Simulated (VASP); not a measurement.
# Ir (P6_3/mmc) in VASP: further runs

Ir is run at these levels: PBEsol-based global hybrid with 25 % exact exchange, B3LYP; tasks: single point.

Program: VASP 6.6.1. These are calculated values, not measurements. Logs are shortened: lines on timing, memory, paths and dates and some standing lists are left out, and cuts for length are marked.

### 1 The cell of the first run

The structure is hexagonal, space group P6_3/mmc (No. 194). The conventional cell has a = 2.751 Å, b = 2.751 Å, c = 4.462 Å, α = 90.00°, β = 90.00°, γ = 120.00°. Within 3.6 Å of Ir (site symmetry -6m2) lie 12 Ir at 2.74 to 2.75 Å.

This isn't the form of Ir at room conditions, which is fcc.

### 2 Single point, PBEsol-based global hybrid with 25 % exact exchange

Input file POSCAR:

```
Ir
1.0
    2.7513778946      0.0000000000      0.0000000000
   -1.3756889473      2.3827631521      0.0000000000
    0.0000000000      0.0000000000      4.4622900000
Ir
2
Direct
    0.3333333333      0.6666666667      0.2500000000
    0.6666666667      0.3333333333      0.7500000000
```

Input file INCAR.step1:

```
  ALGO = Normal
  EDIFF = 1E-5
  ENCUT = 520
  GGA = PE
  ISIF = 2
  ISMEAR = -1
  LASPH = T
  LCHARG = F
  LREAL = F
  LWAVE = T
  NBANDS = 16
  NELM = 80
  PREC = Accurate
  SIGMA = 0.05
```

Input file INCAR.step2:

```
  AEXX = 0.25
  ALGO = Normal
  EDIFF = 1E-7
  ENCUT = 520
  GGA = PS
  ISIF = 2
  ISMEAR = -1
  ISTART = 1
  LASPH = T
  LCHARG = F
  LHFCALC = T
  LREAL = F
  LWAVE = F
  NBANDS = 16
  NELM = 80
  PREC = Accurate
  PRECFOCK = Normal
  SIGMA = 0.05
```

Input file KPOINTS:

```
k-points
0
Gamma
  6 6 3
```

Potentials or basis: VASP PAW PBE potentials, release 64 (Ir).

The run is started by

```bash
cat potpaw_PBE.64/Ir/POTCAR > POTCAR
cp INCAR.step1 INCAR
mpirun -np 1 vasp_std > vasp.out
cp INCAR.step2 INCAR
mpirun -np 1 vasp_std > vasp.out
```

OUTCAR:

```text
AEXX = 0.25
   EDIFF = 1E-7
   ENCUT = 520
   GGA = PS
   ISIF = 2
   ISMEAR = -1
   ISTART = 1
   LASPH = T
   LHFCALC = T
   LREAL = F
   NELM = 80
   PREC = Accurate
   PRECFOCK = Normal

 ion  position               nearest neighbor table
   1  0.333  0.667  0.250-   2 2.74   2 2.74   2 2.74   2 2.74   2 2.74   2 2.74
   2  0.667  0.333  0.750-   1 2.74   1 2.74   1 2.74   1 2.74   1 2.74   1 2.74

  LATTYP: Found a hexagonal cell.
 ALAT       =     2.7513778946
 C/A-ratio  =     1.6218382828

  Lattice vectors:

 A1 = (   2.7513778946,   0.0000000000,   0.0000000000)
 A2 = (  -1.3756889473,   2.3827631521,   0.0000000000)
 A3 = (   0.0000000000,   0.0000000000,   4.4622900000)

Analysis of symmetry for initial positions (statically):
=====================================================================
 Subroutine PRICEL returns:
 Original cell was already a primitive cell.

 Routine SETGRP: Setting up the symmetry group for a
 hexagonal supercell.

 Subroutine GETGRP returns: Found 24 space group operations
 (whereof 12 operations were pure point group operations)
 out of a pool of 24 trial point group operations.

The static configuration has the point symmetry D_3d.
 The point group associated with its full space group is D_6h.

Analysis of symmetry for dynamics (positions and initial velocities):
=====================================================================
 Subroutine PRICEL returns:
 Original cell was already a primitive cell.

 Routine SETGRP: Setting up the symmetry group for a
 hexagonal supercell.

 Subroutine GETGRP returns: Found 24 space group operations
 (whereof 12 operations were pure point group operations)
 out of a pool of 24 trial point group operations.

The dynamic configuration has the point symmetry D_3d.
 The point group associated with its full space group is D_6h.

 Subroutine INISYM returns: Found 24 space group operations
 (whereof 12 operations are pure point group operations),
 and found     1 'primitive' translations

----------------------------------------------------------------------------------------

                                     Primitive cell

  volume of cell :      29.2542

  direct lattice vectors                    reciprocal lattice vectors
     2.751377895  0.000000000  0.000000000     0.363454254  0.209840411  0.000000000
    -1.375688947  2.382763152  0.000000000     0.000000000  0.419680823  0.000000000
     0.000000000  0.000000000  4.462290000     0.000000000  0.000000000  0.224100182

  length of vectors
     2.751377895  2.751377895  4.462290000     0.419680823  0.419680823  0.224100182

  position of ions in fractional coordinates (direct lattice)
     0.333333333  0.666666667  0.250000000
     0.666666667  0.333333333  0.750000000

  ion indices of the primitive-cell ions
   primitive index   ion index
                 1           1
                 2           2

----------------------------------------------------------------------------------------

 KPOINTS: k-points

Automatic generation of k-mesh.
 Grid dimensions read from file:
 generate k-points for:    6    6    3

 Generating k-lattice:

  Cartesian coordinates                     Fractional coordinates (reciprocal lattice)
     0.060575709  0.034973402  0.000000000     0.166666667 -0.000000000  0.000000000
     0.000000000  0.069946804  0.000000000     0.000000000  0.166666667  0.000000000
     0.000000000  0.000000000  0.074700061     0.000000000  0.000000000  0.333333333

  Length of vectors
     0.069946804  0.069946804  0.074700061

  Shift w.r.t. Gamma in fractional coordinates (k-lattice)
     0.000000000  0.000000000  0.000000000

 Subroutine IBZKPT returns following result:
 ===========================================

 Found     14 irreducible k-points:

 Following reciprocal coordinates:
            Coordinates               Weight
  0.000000  0.000000  0.000000      1.000000
  0.166667 -0.000000  0.000000      6.000000
  0.333333 -0.000000  0.000000      6.000000
  0.500000 -0.000000  0.000000      3.000000
  0.166667  0.166667  0.000000      6.000000
  0.333333  0.166667  0.000000     12.000000
  0.333333  0.333333  0.000000      2.000000
  0.000000  0.000000  0.333333      2.000000
  0.166667 -0.000000  0.333333     12.000000
  0.333333 -0.000000  0.333333     12.000000
  0.500000 -0.000000  0.333333      6.000000
  0.166667  0.166667  0.333333     12.000000
  0.333333  0.166667  0.333333     24.000000
  0.333333  0.333333  0.333333      4.000000
   k-points           NKPTS =     14   k-points in BZ     NKDIM =    108   number of bands    NBANDS=     16
   number of dos      NEDOS =    301   number of ions     NIONS =      2
   total plane-waves  NPLWV =  14400
   dimension x,y,z NGX =    20 NGY =   20 NGZ =   36
   dimension x,y,z NGXF=    40 NGYF=   40 NGZF=   72
   ions per type =               2
   NGX,Y,Z   is equivalent  to a cutoff of  12.08, 12.08, 13.41 a.u.
   NGXF,Y,Z  is equivalent  to a cutoff of  24.17, 24.17, 26.82 a.u.
 SYSTEM =  unknown system
   PREC   = accura    normal or accurate (medium, high low for compatibility)
   ISTART =      1    job   : 0-new  1-cont  2-samecut
   ICHARG =      0    charge: 1-file 2-atom 10-const
   ISPIN  =      1    spin polarized calculation?
   LNONCOLLINEAR =      F non collinear calculations
   LSORBIT =      F    spin-orbit coupling
   LASPH  =      T    aspherical Exc in radial PAW
   ENCUT  =  520.0 eV  38.22 Ry    6.18 a.u.   5.12  5.12  8.30*2*pi/ulx,y,z
   NELM   =     80;   NELMIN=  2; NELMDL=  0     # of ELM steps
   EDIFF  = 0.1E-06   stopping-criterion for ELM
   LREAL  =      F    real-space projection
   EDIFFG = 0.1E-05   stopping-criterion for IOM
   NSW    =      0    number of steps for IOM
   IBRION =     -1    ionic relax: 0-MD 1-quasi-New 2-CG
   NFREE  =      0    steps in history (QN), initial steepest desc. (CG)
   ISIF   =      2    stress and relaxation
   ISYM   =      3    0-nonsym 1-usesym 2-fastsym
   POTIM  = 0.5000    time-step for ionic-motion
   TEBEG  =    0.0;   TEEND  =   0.0 temperature during run
   PSTRESS=    0.0 pullay stress
   NELECT =      18.0000    total number of electrons
   NUPDOWN=      -1.0000    fix difference up-down
   EMIN   =  10.00;   EMAX   =-10.00  energy-range for DOS
   EFERMI =   0.00;   METHOD = LEGACY
   ISMEAR =    -1;   SIGMA  =   0.05  broadening in eV -4-tet -1-fermi 0-gaus
   EFERMI_NEDOS =   21; number of points for ismear=-14 and -15
   IALGO  =     38    algorithm
   IMIX   =      1    mixing-type and parameters
     AMIX     =   0.40;   BMIX     =  1.00
     AMIX_MAG =   1.60;   BMIX_MAG =  1.00
  volume/ion in A,a.u.               =      14.63        98.71
  Fermi-wavevector in a.u.,A,eV,Ry     =   1.392417  2.631287 26.379323  1.938826
  Thomas-Fermi vector in A             =   2.516162
   LORBIT       =      0    0 simple, 1 ext, 2 COOP (PROOUT), +10 PAW based schemes
   GGA     = PS    functional components
   LHFCALC =     T    Hartree Fock is set to
   PRECFOCK=normal    Normal, Fast or Accurate (Low or Medium for compatibility)
   ENCUT4O =  -1.0   cutoff for four orbital integrals eV
   NKREDX  =     1    reduce k-point grid by
   NKREDY  =     1    reduce k-point grid by
   NKREDZ  =     1    reduce k-point grid by
   AEXX    =    0.2500 exact exchange contribution
   HFSCREEN=    0.0000 screening length (either q_TF or 0.3 A-1)
   HFSCREENC=   0.0000 screening length for correlation (either q_TF or 0.3 A-1)
   ENCUTFOCK=  -1.0 apply spherical cutoff to Coloumb kernel
   IVDW    =     0    specifies the selected vdW correction
   LEPSILON=     F    determine dielectric tensor
   LRPA    =     F    only Hartree local field effects (RPA)
 non-spin polarized calculation
  energy-cutoff  :      520.00
  volume of cell :       29.25
 maximum number of plane-waves:       801
  NGX = 16; NGY = 16; NGZ = 28

 number of electron      18.0000000 magnetization

 Free energy of the ion-electron system (eV)
  ---------------------------------------------------
  ext. energy  EPLUGINS =         0.00000000
  ---------------------------------------------------
  free energy    TOTEN  =       -23.02755254 eV

  energy without entropy =      -23.01613388  energy(sigma->0) =      -23.02184321

 E-fermi :   9.4331     XC(G=0): -10.8740

 val. band max:        8.7239232762   @ k =   0.3333  -0.0000   0.3333
 cond. band min:       9.4999716144   @ k =   0.3333   0.1667   0.3333
 fundamental gap:      0.7760483383
 Fermi energy:         9.4331269561

 k-point     1 :       0.0000    0.0000    0.0000
  band No.  band energies     occupation
      1      -2.9713      2.00000
      2       0.2294      2.00000
      3       4.5372      2.00000
      4       4.7136      2.00000
      5       4.7136      2.00000
      6       5.4197      2.00000
[... 8 lines left out ...]
     15      27.5172      0.00000
     16      28.6064      0.00000

 k-point     2 :       0.1667   -0.0000    0.0000
  band No.  band energies     occupation
      1      -1.8613      2.00000
      2       1.1112      2.00000
      3       3.6970      2.00000
      4       4.6844      2.00000
      5       4.8628      2.00000
      6       5.6475      2.00000
[... 8 lines left out ...]
     15      28.3577      0.00000
     16      28.7787      0.00000

 k-point     3 :       0.3333   -0.0000    0.0000
  band No.  band energies     occupation
      1       0.3249      2.00000
      2       1.3183      2.00000
      3       2.3500      2.00000
      4       4.1411      2.00000
      5       4.7520      2.00000
      6       4.9911      2.00000
[... 8 lines left out ...]
     15      24.6632      0.00000
     16      25.6821      0.00000
[... 172 lines left out ...]
 k-point    13 :       0.3333    0.1667    0.3333
  band No.  band energies     occupation
      1       0.9992      2.00000
      2       1.9242      2.00000
      3       2.4329      2.00000
      4       3.5702      2.00000
      5       4.1246      2.00000
      6       5.7180      2.00000
[... 8 lines left out ...]
     15      22.7266      0.00000
     16      25.7197      0.00000

 k-point    14 :       0.3333    0.3333    0.3333
  band No.  band energies     occupation
      1       2.2527      2.00000
      2       2.2527      2.00000
      3       2.4014      2.00000
      4       3.4852      2.00000
      5       4.4917      2.00000
      6       4.4917      2.00000
[... 8 lines left out ...]
     15      20.1740      0.00000
     16      21.8471      0.00000

------------------------ aborting loop because EDIFF is reached ----------------------------------------

  FORCE on cell =-STRESS in cart. coord.  units (eV):
  Direction    XX          YY          ZZ          XY          YZ          ZX
  --------------------------------------------------------------------------------------
  -------------------------------------------------------------------------------------
  Total       -2.7104103     -2.7104103     -5.4455770      0.0000000      0.0000000      0.0000000
  in kB     -148.4419710   -148.4419710   -298.2397811      0.0000000      0.0000000      0.0000000
  external PRESSURE =    -198.3745743 kB  Pullay stress =       0.0000000 kB

 VOLUME and BASIS-vectors are now :
 -----------------------------------------------------------------------------
  energy-cutoff  :      520.00
  volume of cell :       29.25
      direct lattice vectors                 reciprocal lattice vectors
     2.751377895  0.000000000  0.000000000     0.363454254  0.209840411  0.000000000
    -1.375688947  2.382763152  0.000000000     0.000000000  0.419680823  0.000000000
     0.000000000  0.000000000  4.462290000     0.000000000  0.000000000  0.224100182

 POSITION                                       TOTAL-FORCE (eV/Angst)
 -----------------------------------------------------------------------------------
     -0.00000      1.58851      1.11557        -0.000000      0.000000     -0.000000
      1.37569      0.79425      3.34672         0.000000     -0.000000      0.000000
 -----------------------------------------------------------------------------------
    total drift:                                0.000000     -0.000000     -0.000000

  FREE ENERGIE OF THE ION-ELECTRON SYSTEM (eV)
  ---------------------------------------------------
  free  energy   TOTEN  =       -23.0275525377 eV

  energy  without entropy=      -23.0161338842  energy(sigma->0) =      -23.02184321
```

It took 20 min on 1 thread of Intel Xeon Platinum 8488C (Sapphire Rapids), shared host; peak memory 0.17 GiB.

Results:

```yaml
Free_energy: -23.0276 eV
Pressure: -19.8 GPa
Band_gap_on_the_k_mesh: zero (bands 9 and 10 overlap by 4.55 eV)
```

Levels at points of the mesh, in eV from the Fermi level:
```
           k point  band 7  band 8  band 9  band 10  band 11  band 12  band 13  band 14
(0.00, 0.00, 0.00)   -4.01   -3.21   -3.21    -1.25     0.86     0.86     8.21    15.87
(0.50, 0.00, 0.00)   -3.75    1.13    1.47     1.55     3.63     5.28     9.49    11.46
```

Caveat: the k points lie up to 0.47 Å⁻¹ apart, too coarse for converged energies and pressures of a metal; the PAW data sets were made with another functional, which shifts forces and pressure a little; spin-orbit coupling is left out, which moves the levels of the heavy elements.

(Continued in part 2 of 2.)

The gap in the log of VASP goes by the Fermi energy; the results here count the filled bands.